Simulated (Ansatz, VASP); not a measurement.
One calculation of TeS2, two programs

```
CELL_PARAMETERS angstrom
3.83449 0.00000 0.00000
-1.91724 3.32076 0.00000
0.00000 0.00000 6.75309
ATOMIC_POSITIONS crystal
Te 0.00000 0.00000 0.00000
S 0.33333 0.66667 0.22851
S 0.66667 0.33333 0.77149
```

Alike in both runs: task electric field gradients; functional PBE; k mesh 11 × 11 × 6; occupations fermi-dirac, width 0.08 eV; no spin polarisation.

|  | VASP | Ansatz |
| --- | --- | --- |
| version | VASP 6.6.1 | Ansatz 0.2.0 |
| potentials or method | VASP PAW PBE potentials, release 64 (Te, S), cutoff 520 eV | all-electron PAW with datasets made for the crystal, scalar-relativistic |

Ansatz gave:

* pressure (GPa): 0.0
* rms of the force components (eV/Å): 0.000
* size of Vzz on the site where it differs most (V/Å²): 10.1

Problem. Estimate VASP's values.

Solution. Pressure (GPa): -0.2; rms of the force components (eV/Å): 0.010; size of Vzz on the site where it differs most (V/Å²): 9.6.

Atom by atom the forces differ by 0.010 eV/Å (rms over components). Ansatz ran all-electron here, and VASP with PAW potentials.

Spin-orbit coupling is off throughout.
